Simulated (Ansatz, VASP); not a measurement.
**Two plane-wave programs on BeS**

The input INCAR:

```
SYSTEM = BeS
PREC     = Accurate       ! precision mode
ENCUT    = 600            ! plane-wave cutoff, eV
EDIFF    = 1E-6           ! SCF threshold, eV
ISMEAR   = 0              ! smearing method
SIGMA    = 0.01           ! smearing width, eV
LREAL    = .FALSE.        ! projectors in reciprocal space
LASPH    = .TRUE.         ! aspherical terms in the spheres
NELM     = 120            ! most SCF steps
ALGO     = Normal         ! electronic algorithm
ISIF     = 2              ! what is computed and relaxed
LWAVE    = .FALSE.        ! write WAVECAR
LCHARG   = .TRUE.         ! write CHGCAR
GGA      = PE             ! functional
LELF     = .TRUE.         ! ELF
LVHAR    = .TRUE.       
NBANDS   = 11             ! bands
GGA_COMPAT= .FALSE.
```

File KPOINTS:

```
Automatic mesh
0
G
  7 7 7
  0 0 0
```

POSCAR

```
BeS
1.0
    0.0000000000      2.4250000000      2.4250000000
    2.4250000000      0.0000000000      2.4250000000
    2.4250000000      2.4250000000      0.0000000000
Be S
1 1
Direct
    0.0000000000      0.0000000000      0.0000000000
    0.2500000000      0.2500000000      0.2500000000
```

Input for Ansatz:

```yaml
crystal:
  lattice:
    - [0.0, 2.425, 2.425]
    - [2.425, 0.0, 2.425]
    - [2.425, 2.425, 0.0]
  atoms:
    - { symbol: Be, position: [0.0, 0.0, 0.0] }
    - { symbol: S, position: [0.25, 0.25, 0.25] }
basis:
  ecutwfc: 550.0
kpoints:
  mp_grid:
    grid: [7, 7, 7]
hamiltonian:
  xc: pbe
  pseudopotentials:
    kind: paw
scf:
  convergence:
    dr2_threshold: 1.0e-08
  occupations:
    method: fixed
output:
  eigenvalues: true
```

Alike in both runs: task single point; functional PBE; k mesh 7 × 7 × 7; no spin polarisation.

|  | VASP | Ansatz |
| --- | --- | --- |
| version | VASP 6.6.1 | Ansatz 0.2.0 |
| potentials or method | VASP PAW PBE potentials, release 64 (Be, S), cutoff 600 eV | plane waves, PAW |
| occupations | gaussian, width 0.01 eV | fixed |
| valence electrons in the cell | 8 | 8 |

|  | VASP | Ansatz | Ansatz less VASP |
| --- | --- | --- | --- |
| gap on the k mesh at the Fermi level (eV) | 3.26 | 3.26 | -0.002 |
